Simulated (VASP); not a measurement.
Write the native input for VASP 6.6.1 that does the following.

| Quantity | Value |
| --- | --- |
| Task | single point |
| Functional | r2SCAN |
| Dispersion | D4 |
| Potentials or basis | VASP PAW PBE potentials, release 64 (Mg, O) |
| Cutoff | 520 eV |
| k mesh | 8 × 8 × 8 |
| Occupations | gaussian, width 0.01 eV |
| Spin | no spin polarisation |
| Dipole correction | no |
| Further INCAR settings | ALGO = Normal; EDIFF = 1e-06; NBANDS = 11 |

MgO:

```
Mg O
1.0
     0.00000    2.10217    2.10217
     2.10217    0.00000    2.10217
     2.10217    2.10217    0.00000
Mg O
1 1
Direct
  0.00000 0.00000 0.00000
  0.50000 0.50000 0.50000
```

One way to write it, as run:

POSCAR

```
MgO
1.0
    0.0000000000      2.1021674168      2.1021674168
    2.1021674168      0.0000000000      2.1021674168
    2.1021674168      2.1021674168      0.0000000000
Mg O
1 1
Direct
    0.0000000000      0.0000000000      0.0000000000
    0.5000000000      0.5000000000      0.5000000000
```

INCAR.step1

```
PREC = Accurate
ENCUT = 520
ISMEAR = 0
SIGMA = 0.01
LREAL = F
LASPH = T
NELM = 60
NBANDS = 11
GGA = PE
ALGO = Normal
EDIFF = 1E-4
LWAVE = T
LCHARG = F
```

INCAR.step2

```
PREC = Accurate
ENCUT = 520
EDIFF = 1E-6
ISMEAR = 0
SIGMA = 0.01
LREAL = F
LASPH = T
NELM = 60
ALGO = Normal
ISIF = 2
LWAVE = F
LCHARG = F
METAGGA = R2SCAN
LMIXTAU = T
IVDW = 13
VDW_S6 = 1.0
VDW_S8 = 0.6018749
VDW_A1 = 0.51559235
VDW_A2 = 5.77342911
NBANDS = 11
ISTART = 1
```

KPOINTS

```
regular mesh
0
Gamma
  8 8 8
```

Potentials or basis: VASP PAW PBE potentials, release 64 (Mg, O).

The run is started by

```sh
$ cat potpaw_PBE.64/Mg/POTCAR potpaw_PBE.64/O/POTCAR > POTCAR
$ cp INCAR.step1 INCAR
$ mpirun -np 1 vasp_std > vasp.out
$ cp INCAR.step2 INCAR
$ mpirun -np 1 vasp_std > vasp.out
```

It gave:

```json
{
 "Pressure": "-2.4 GPa",
 "Band gap on the k mesh": "5.66 eV, direct",
 "Dispersion energy per atom": "-0.067 eV"
}
```

Caveat: the PAW data sets were made with another functional, which shifts forces and pressure a little.

Wall time 13 s on 1 thread of Intel Xeon 6975P-C, with other jobs on the host, peak memory 0.14 GiB.
